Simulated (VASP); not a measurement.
Write the native input for VASP 6.6.1 that does the following.

| Quantity | Value |
| --- | --- |
| Task | single point |
| Functional | r2SCAN |
| Potentials or basis | VASP PAW PBE potentials, release 64 (Mg_sv, O) |
| Cutoff | 660 eV |
| k mesh | 10 × 10 × 10 |
| Occupations | gaussian, width 0.05 eV |
| Spin | no spin polarisation |
| Dipole correction | no |
| Second run | valence_matched |
| Further INCAR settings | ALGO = Normal; EDIFF = 1e-06; NBANDS = 15 |

MgO:

```
Mg O
1.0
     2.58839    0.00000    0.00000
     0.00000    2.58839    0.00000
     0.00000    0.00000    2.58839
Mg O
1 1
Cartesian
  0.0000 0.0000 0.0000
  1.2942 1.2942 1.2942
```

This cell differs from its parent crystal: volume scaled by 0.960.

The input as run:

POSCAR

```
MgO
1.0
    2.5883923063      0.0000000000      0.0000000000
    0.0000000000      2.5883923063      0.0000000000
    0.0000000000      0.0000000000      2.5883923063
Mg O
1 1
Direct
    0.0000000000      0.0000000000      0.0000000000
    0.5000000000      0.5000000000      0.5000000000
```

INCAR.step1

```
SYSTEM = MgO
  PREC = Accurate
  ENCUT = 660
  ISMEAR = 0
  SIGMA = 0.05
  LREAL = .FALSE.
  LASPH = .TRUE.
  NELM = 120
  NBANDS = 15
  GGA = PE
  ALGO = Normal
  EDIFF = 1E-5
  LWAVE = .TRUE.
  LCHARG = .FALSE.
  GGA_COMPAT = .FALSE.
```

INCAR.step2

```
SYSTEM = MgO
  PREC = Accurate
  ENCUT = 660
  EDIFF = 1E-6
  ISMEAR = 0
  SIGMA = 0.05
  LREAL = .FALSE.
  LASPH = .TRUE.
  NELM = 120
  ALGO = Normal
  ISIF = 2
  LWAVE = .FALSE.
  LCHARG = .FALSE.
  METAGGA = R2SCAN
  LMIXTAU = .TRUE.
  NBANDS = 15
  ISTART = 1
  GGA_COMPAT = .FALSE.
```

KPOINTS

```
Automatic mesh
0
G
  10 10 10
  0 0 0
```

Potentials or basis: VASP PAW PBE potentials, release 64 (Mg_sv, O).

Run with:

```sh
$ cat potpaw_PBE.64/Mg_sv/POTCAR potpaw_PBE.64/O/POTCAR > POTCAR
$ cp INCAR.step1 INCAR
$ mpirun -np 1 vasp_std > vasp.out
$ cp INCAR.step2 INCAR
$ mpirun -np 1 vasp_std > vasp.out
```

Results of the run:

```
Pressure               : 6.7 GPa
Band gap on the k mesh : 3.93 eV, indirect (least direct gap 5.03 eV)
```

Caveat: the PAW data sets were made with another functional, which shifts forces and pressure a little.

Wall time 48 s on 1 thread of Intel(R) Xeon(R) Platinum 8375C CPU @ 2.90GHz (Ice Lake), on a shared host, peak memory 0.15 GiB.
